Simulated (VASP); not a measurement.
A run of VASP 6.6.1 is set up as follows.

The input INCAR:

```
SYSTEM = KTaO3
ALGO = Normal
EDIFF = 1E-7
ENCUT = 520
GGA = PS
ISIF = 2
ISMEAR = 0
LASPH = .True.
LCHARG = .False.
LREAL = .False.
LWAVE = .False.
NBANDS = 27
NELM = 100
PREC = Accurate
SIGMA = 0.05
```

File KPOINTS:

```
k-points
0
Gamma
  8 8 8
  0 0 0
```

The input POSCAR:

```
KTaO3
1.0
    4.5831618048      0.0000000000      0.0000000000
    0.0000000000      3.9853580911      0.0000000000
    0.0000000000      0.0000000000      3.9853580911
K Ta O
1 1 3
Direct
    0.5000000000      0.5000000000      0.5000000000
    0.0000000000      0.0000000000      0.0000000000
    0.5000000000      0.0000000000      0.0000000000
    0.0000000000      0.5000000000      0.0000000000
    0.0000000000      0.0000000000      0.5000000000
```

Potentials or basis: VASP PAW PBE potentials, release 64 (K_sv, Ta_pv, O).

Launch:

```bash
$ cat potpaw_PBE.64/K_sv/POTCAR potpaw_PBE.64/Ta_pv/POTCAR potpaw_PBE.64/O/POTCAR > POTCAR
$ mpirun -np 1 vasp_std > vasp.out
```

**Question.** Estimate the pressure.

**Answer.** -15.4 GPa.

**Question.** What does it give for the band gap on the k mesh?

**Answer.** 1.57 eV, indirect (least direct gap 1.85 eV).

Stress tensor (GPa, compression positive):
```
-31.19   0.00   0.00
  0.00  -7.48   0.00
  0.00   0.00  -7.48
```

Caveat: the cell differs from its parent crystal (normal strain along x +0.1500, normal strain along z +0.0000); the PAW data sets were made with another functional, which shifts forces and pressure a little; spin-orbit coupling is left out, which moves the levels of the heavy elements. A k mesh can miss the band edges.
